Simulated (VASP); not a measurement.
# Ba (Pm-3m) in VASP: further runs

Ba is run at these levels: PBEsol; tasks: single point.

All numbers are computed with VASP 6.6.1; they aren't measurements. Logs are shortened: lines on timing, memory, paths and dates and some standing lists are left out, and cuts for length are marked.

### 1 The cell of the first run

Symmetry: Pm-3m, No. 221, cubic system. The conventional cell has a = 3.808 Å, b = 3.808 Å, c = 3.808 Å, α = 90.00°, β = 90.00°, γ = 90.00°. Ba (site symmetry m-3m) has 6 Ba at 3.81 Å within 5.0 Å.

This isn't the form of Ba at room conditions, which is bcc.

### 2 Single point, PBEsol

The input, INCAR:

```
SYSTEM = Ba
PREC = Accurate
ENCUT = 520
EDIFF = 1E-7
ISMEAR = -1
SIGMA = 0.1
LREAL = .False.
LASPH = .True.
NELM = 100
ALGO = Normal
ISIF = 2
LWAVE = .False.
LCHARG = .False.
GGA = PS
NBANDS = 11
```

The input, KPOINTS:

```
Automatic mesh
0
Gamma
  8 8 8
  0 0 0
```

The input, POSCAR:

```
Ba
1.0
    3.8080660129      0.0000000000      0.0000000000
    0.0000000000      3.8080660129      0.0000000000
    0.0000000000      0.0000000000      3.8080660129
Ba
1
Direct
    0.0000000000      0.0000000000      0.0000000000
```

Potentials or basis: VASP PAW PBE potentials, release 64 (Ba_sv).

On the command line:

```
$ cat potpaw_PBE.64/Ba_sv/POTCAR > POTCAR
$ mpirun -np 1 vasp_std > vasp.out
```

OUTCAR:

```text
SYSTEM = Ba
   PREC = Accurate
   ENCUT = 520
   EDIFF = 1E-7
   ISMEAR = -1
   LREAL = .False.
   LASPH = .True.
   NELM = 100
   ISIF = 2
   GGA = PS

 ion  position               nearest neighbor table
   1  0.000  0.000  0.000-

  LATTYP: Found a simple cubic cell.
 ALAT       =     3.8080660129

  Lattice vectors:

 A1 = (   3.8080660129,   0.0000000000,   0.0000000000)
 A2 = (   0.0000000000,   3.8080660129,   0.0000000000)
 A3 = (   0.0000000000,   0.0000000000,   3.8080660129)

Analysis of symmetry for initial positions (statically):
=====================================================================
 Subroutine PRICEL returns:
 Original cell was already a primitive cell.

 Routine SETGRP: Setting up the symmetry group for a
 simple cubic supercell.

 Subroutine GETGRP returns: Found 48 space group operations
 (whereof 48 operations were pure point group operations)
 out of a pool of 48 trial point group operations.

The static configuration has the point symmetry O_h .

Analysis of symmetry for dynamics (positions and initial velocities):
=====================================================================
 Subroutine PRICEL returns:
 Original cell was already a primitive cell.

 Routine SETGRP: Setting up the symmetry group for a
 simple cubic supercell.

 Subroutine GETGRP returns: Found 48 space group operations
 (whereof 48 operations were pure point group operations)
 out of a pool of 48 trial point group operations.

The dynamic configuration has the point symmetry O_h .

 Subroutine INISYM returns: Found 48 space group operations
 (whereof 48 operations are pure point group operations),
 and found     1 'primitive' translations

----------------------------------------------------------------------------------------

                                     Primitive cell

  volume of cell :      55.2222

  direct lattice vectors                    reciprocal lattice vectors
     3.808066013  0.000000000  0.000000000     0.262600490  0.000000000  0.000000000
     0.000000000  3.808066013  0.000000000     0.000000000  0.262600490  0.000000000
     0.000000000  0.000000000  3.808066013     0.000000000  0.000000000  0.262600490

  length of vectors
     3.808066013  3.808066013  3.808066013     0.262600490  0.262600490  0.262600490

  position of ions in fractional coordinates (direct lattice)
     0.000000000  0.000000000  0.000000000

  ion indices of the primitive-cell ions
   primitive index   ion index
                 1           1

----------------------------------------------------------------------------------------

 KPOINTS: Automatic mesh

Automatic generation of k-mesh.
 Grid dimensions read from file:
 generate k-points for:    8    8    8

 Generating k-lattice:

  Cartesian coordinates                     Fractional coordinates (reciprocal lattice)
     0.032825061  0.000000000  0.000000000     0.125000000  0.000000000  0.000000000
     0.000000000  0.032825061  0.000000000     0.000000000  0.125000000  0.000000000
     0.000000000  0.000000000  0.032825061     0.000000000  0.000000000  0.125000000

  Length of vectors
     0.032825061  0.032825061  0.032825061

  Shift w.r.t. Gamma in fractional coordinates (k-lattice)
     0.000000000  0.000000000  0.000000000

 Subroutine IBZKPT returns following result:
 ===========================================

 Found     35 irreducible k-points:

 Following reciprocal coordinates:
            Coordinates               Weight
  0.000000  0.000000  0.000000      1.000000
  0.125000  0.000000  0.000000      6.000000
  0.250000  0.000000  0.000000      6.000000
  0.375000  0.000000  0.000000      6.000000
  0.500000  0.000000  0.000000      3.000000
  0.125000  0.125000  0.000000     12.000000
[... 16 lines left out ...]
  0.375000  0.375000  0.125000     24.000000
  0.500000  0.375000  0.125000     24.000000
 [... further k-points ...]
   k-points           NKPTS =     35   k-points in BZ     NKDIM =     35   number of bands    NBANDS=     11
   number of dos      NEDOS =    301   number of ions     NIONS =      1
   total plane-waves  NPLWV =  21952
   dimension x,y,z NGX =    28 NGY =   28 NGZ =   28
   dimension x,y,z NGXF=    56 NGYF=   56 NGZF=   56
   ions per type =               1
   NGX,Y,Z   is equivalent  to a cutoff of  12.22, 12.22, 12.22 a.u.
   NGXF,Y,Z  is equivalent  to a cutoff of  24.45, 24.45, 24.45 a.u.
 SYSTEM =  Ba
   PREC   = accura    normal or accurate (medium, high low for compatibility)
   ISTART =      0    job   : 0-new  1-cont  2-samecut
   ICHARG =      2    charge: 1-file 2-atom 10-const
   ISPIN  =      1    spin polarized calculation?
   LNONCOLLINEAR =      F non collinear calculations
   LSORBIT =      F    spin-orbit coupling
   LASPH  =      T    aspherical Exc in radial PAW
   ENCUT  =  520.0 eV  38.22 Ry    6.18 a.u.   7.08  7.08  7.08*2*pi/ulx,y,z
   NELM   =    100;   NELMIN=  2; NELMDL= -5     # of ELM steps
   EDIFF  = 0.1E-06   stopping-criterion for ELM
   LREAL  =      F    real-space projection
   EDIFFG = 0.1E-05   stopping-criterion for IOM
   NSW    =      0    number of steps for IOM
   IBRION =     -1    ionic relax: 0-MD 1-quasi-New 2-CG
   NFREE  =      0    steps in history (QN), initial steepest desc. (CG)
   ISIF   =      2    stress and relaxation
   ISYM   =      2    0-nonsym 1-usesym 2-fastsym
   POTIM  = 0.5000    time-step for ionic-motion
   TEBEG  =    0.0;   TEEND  =   0.0 temperature during run
   PSTRESS=    0.0 pullay stress
   NELECT =      10.0000    total number of electrons
   NUPDOWN=      -1.0000    fix difference up-down
   EMIN   =  10.00;   EMAX   =-10.00  energy-range for DOS
   EFERMI =   0.00;   METHOD = LEGACY
   ISMEAR =    -1;   SIGMA  =   0.10  broadening in eV -4-tet -1-fermi 0-gaus
   EFERMI_NEDOS =   21; number of points for ismear=-14 and -15
   IALGO  =     38    algorithm
   IMIX   =      4    mixing-type and parameters
     AMIX     =   0.40;   BMIX     =  1.00
     AMIX_MAG =   1.60;   BMIX_MAG =  1.00
  volume/ion in A,a.u.               =      55.22       372.66
  Fermi-wavevector in a.u.,A,eV,Ry     =   0.926198  1.750260 11.671651  0.857842
  Thomas-Fermi vector in A             =   2.052134
   LORBIT       =      0    0 simple, 1 ext, 2 COOP (PROOUT), +10 PAW based schemes
   GGA     = PS    functional components
   LHFCALC =     F    Hartree Fock is set to
   AEXX    =    0.0000 exact exchange contribution
   IVDW    =     0    specifies the selected vdW correction
   LEPSILON=     F    determine dielectric tensor
   LRPA    =     F    only Hartree local field effects (RPA)
 non-spin polarized calculation
  energy-cutoff  :      520.00
  volume of cell :       55.22
 maximum number of plane-waves:      1503
   NGX = 15   NGY = 15   NGZ = 15

 number of electron      10.0000000 magnetization

 Free energy of the ion-electron system (eV)
  ---------------------------------------------------
  ext. energy  EPLUGINS =         0.00000000
  ---------------------------------------------------
  free energy    TOTEN  =        -1.86094933 eV

  energy without entropy =       -1.82519842  energy(sigma->0) =       -1.84307387

 E-fermi :   1.9074     XC(G=0):  -7.9314

 val. band max:        1.8485194495   @ k =   0.0000   0.0000   0.0000
 cond. band min:       1.9286298977   @ k =   0.1250   0.0000   0.0000
 fundamental gap:      0.0801104483
 Fermi energy:         1.9073824312

 k-point     1 :       0.0000    0.0000    0.0000
  band No.  band energies     occupation
      1     -27.0869      2.00000
      2     -11.7865      2.00000
      3     -11.7865      2.00000
      4     -11.7865      2.00000
      5      -0.7000      2.00000
      6       1.8485      1.28610
      7       1.8485      1.28610
      8       7.3664      0.00000
      9       7.3664      0.00000
     10       7.3664      0.00000
     11      10.1500      0.00000

 k-point     2 :       0.1250    0.0000    0.0000
  band No.  band energies     occupation
      1     -27.0738      2.00000
      2     -11.9453      2.00000
      3     -11.7729      2.00000
      4     -11.7729      2.00000
      5      -0.4416      2.00000
      6       1.9286      0.89416
      7       2.1456      0.16907
      8       6.7140      0.00000
      9       6.7140      0.00000
     10       7.4090      0.00000
     11       9.1999      0.00000

 k-point     3 :       0.2500    0.0000    0.0000
  band No.  band energies     occupation
      1     -27.0419      2.00000
      2     -12.3034      2.00000
      3     -11.7400      2.00000
      4     -11.7400      2.00000
      5       0.1715      2.00000
      6       2.1385      0.18044
      7       2.8442      0.00017
      8       5.7135      0.00000
      9       5.7135      0.00000
     10       7.5158      0.00000
     11       8.1348      0.00000

 k-point     4 :       0.3750    0.0000    0.0000
  band No.  band energies     occupation
      1     -27.0096      2.00000
      2     -12.6321      2.00000
      3     -11.7065      2.00000
      4     -11.7065      2.00000
      5       0.8755      1.99993
      6       2.3781      0.01790
      7       3.1561      0.00001
      8       5.0072      0.00000
      9       5.0072      0.00000
     10       7.6286      0.00000
     11       8.4270      0.00000
[... 239 lines left out ...]
 k-point    22 :       0.5000    0.2500    0.1250
  band No.  band energies     occupation
      1     -26.9401      2.00000
      2     -12.6678      2.00000
      3     -12.1618      2.00000
      4     -11.7928      2.00000
      5       1.6765      1.81921
      6       2.5372      0.00367
      7       3.7725      0.00000
      8       3.9019      0.00000
      9       5.7178      0.00000
     10       6.5631      0.00000
     11       9.5906      0.00000

 k-point    23 :       0.3750    0.3750    0.1250
  band No.  band energies     occupation
      1     -26.9220      2.00000
      2     -12.5002      2.00000
      3     -12.4845      2.00000
      4     -11.7731      2.00000
      5       1.2428      1.99740
      6       2.7952      0.00028
      7       4.1405      0.00000
      8       4.2368      0.00000
      9       6.0998      0.00000
     10       6.1746      0.00000
     11       9.4479      0.00000

 k-point    24 :       0.5000    0.3750    0.1250
  band No.  band energies     occupation
      1     -26.9089      2.00000
      2     -12.6153      2.00000
      3     -12.4712      2.00000
      4     -11.7587      2.00000
      5       1.0656      1.99956
      6       2.9928      0.00004
      7       3.9227      0.00000
      8       4.2820      0.00000
      9       6.2279      0.00000
     10       6.9893      0.00000
     11       9.3058      0.00000

 [... further k-points ...]
[... 5 lines left out ...]
  --------------------------------------------------------------------------------------
  -------------------------------------------------------------------------------------
  Total        0.0775047      0.0775047      0.0775047      0.0000000     -0.0000000     -0.0000000
  in kB        2.2486687      2.2486687      2.2486687      0.0000000     -0.0000000     -0.0000000
  external PRESSURE =       2.2486687 kB  Pullay stress =       0.0000000 kB

 VOLUME and BASIS-vectors are now :
 -----------------------------------------------------------------------------
  energy-cutoff  :      520.00
  volume of cell :       55.22
      direct lattice vectors                 reciprocal lattice vectors
     3.808066013  0.000000000  0.000000000     0.262600490  0.000000000  0.000000000
     0.000000000  3.808066013  0.000000000     0.000000000  0.262600490  0.000000000
     0.000000000  0.000000000  3.808066013     0.000000000  0.000000000  0.262600490

 POSITION                                       TOTAL-FORCE (eV/Angst)
 -----------------------------------------------------------------------------------
      0.00000      0.00000      0.00000         0.000000      0.000000      0.000000
 -----------------------------------------------------------------------------------
    total drift:                               -0.000000      0.000000     -0.000000

  FREE ENERGIE OF THE ION-ELECTRON SYSTEM (eV)
  ---------------------------------------------------
  free  energy   TOTEN  =        -1.8609493322 eV

  energy  without entropy=       -1.8251984171  energy(sigma->0) =       -1.84307387
```

Wall time 7 s (1 thread of Intel Xeon 6975P-C (Granite Rapids), shared host); peak memory 0.16 GiB.

Results:

* Free energy: -1.8609 eV
* Pressure: 0.2 GPa
* Band gap on the k mesh: zero (bands 5 and 6 overlap by 0.16 eV)

Caveat: the PAW data sets were made with another functional, which shifts forces and pressure a little; spin-orbit coupling is left out, which moves the levels of the heavy elements.

### 3 Single point, PBEsol (55.22 Å³/atom)

The input, INCAR:

```
SYSTEM = Ba
PREC = Accurate
ENCUT = 520
EDIFF = 1E-6
ISMEAR = -1
SIGMA = 0.1
LREAL = .FALSE.
LASPH = .TRUE.
NELM = 100
ALGO = Normal
ISIF = 2
LWAVE = .FALSE.
LCHARG = .TRUE.
GGA = PS
LELF = .TRUE.
LVHAR = .TRUE.
NBANDS = 11
```

The input, KPOINTS:

```
regular mesh
0
G
  9 9 9
  0 0 0
```

POSCAR is that of step 2.

Potentials or basis: VASP PAW PBE potentials, release 64 (Ba_sv).

On the command line:

```
$ cat potpaw_PBE.64/Ba_sv/POTCAR > POTCAR
$ mpirun -np 1 vasp_std > vasp.out
```

It took 6.5 s on 1 thread of Intel Xeon 6975P-C (Granite Rapids), shared host; peak memory 0.16 GiB.

The run converged. Its results:

* Free energy: -1.8605 eV
* Pressure: 0.3 GPa

Levels at points of the mesh, in eV from the Fermi level:
| k point | band 3 | band 4 | band 5 | band 6 | band 7 | band 8 |
| --- | --- | --- | --- | --- | --- | --- |
| (0.00, 0.00, 0.00) | -13.69 | -13.69 | -2.60 | -0.05 | -0.05 | 5.47 |

Caveat: the PAW data sets were made with another functional, which shifts forces and pressure a little; spin-orbit coupling is left out, which moves the levels of the heavy elements.

### 4 Single point, PBEsol (57.43 Å³/atom)

This run uses another cell than the first one, of 57.43 Å³/atom.

The input, INCAR:

```
  PREC = Accurate
  ENCUT = 520
  EDIFF = 1E-7
  ISMEAR = -1
  SIGMA = 0.1
  LREAL = False
  LASPH = True
  NELM = 60
  ALGO = Normal
  ISIF = 2
  LWAVE = False
  LCHARG = False
  GGA = PS
  NBANDS = 11
```

The input, KPOINTS:

```
Automatic mesh
0
Gamma
  9 9 9
```

The input, POSCAR:

```
Ba
1.0
    3.8581778913      0.0000000000      0.0000000000
    0.0000000000      3.8581778913      0.0000000000
    0.0000000000      0.0000000000      3.8581778913
Ba
1
Direct
    0.0000000000      0.0000000000      0.0000000000
```

On the command line:

```
$ cat potpaw_PBE.64/Ba_sv/POTCAR > POTCAR
$ mpirun -np 1 vasp_std > vasp.out
```

It took 9 s on 1 thread of Intel Xeon 6975P-C (Granite Rapids), shared host; peak memory 0.17 GiB.

The run converged. Its results:

| Item | Value |
| --- | --- |
| Free energy | -1.8621 eV |
| Pressure | -0.1 GPa |

Levels at points of the mesh, in eV from the Fermi level:
```tsv
k point	band 2	band 3	band 4	band 5	band 6	band 7	band 8	band 9
(0.00, 0.00, 0.00)	-13.77	-13.77	-13.77	-2.60	-0.03	-0.03	5.26	5.26
```

Caveat: the PAW data sets were made with another functional, which shifts forces and pressure a little; spin-orbit coupling is left out, which moves the levels of the heavy elements.

### 5 The runs side by side

```tsv
cell	k mesh	pressure (GPa)
a = 3.808 Å, 1 atom	8 × 8 × 8	0.2
a = 3.808 Å, 1 atom	9 × 9 × 9	0.3
a = 3.858 Å, 1 atom	9 × 9 × 9	-0.1
```

Alike in all rows: task single point; level PBEsol; potentials or basis VASP PAW PBE potentials, release 64 (Ba_sv); no spin polarisation; cutoff (eV) 520; smearing fermi-dirac 0.1 eV.

Caveats: the PAW data sets were made with another functional, which shifts forces and pressure a little; spin-orbit coupling is left out, which moves the levels of the heavy elements.

Absolute energies hang on the potentials; compare differences alone.
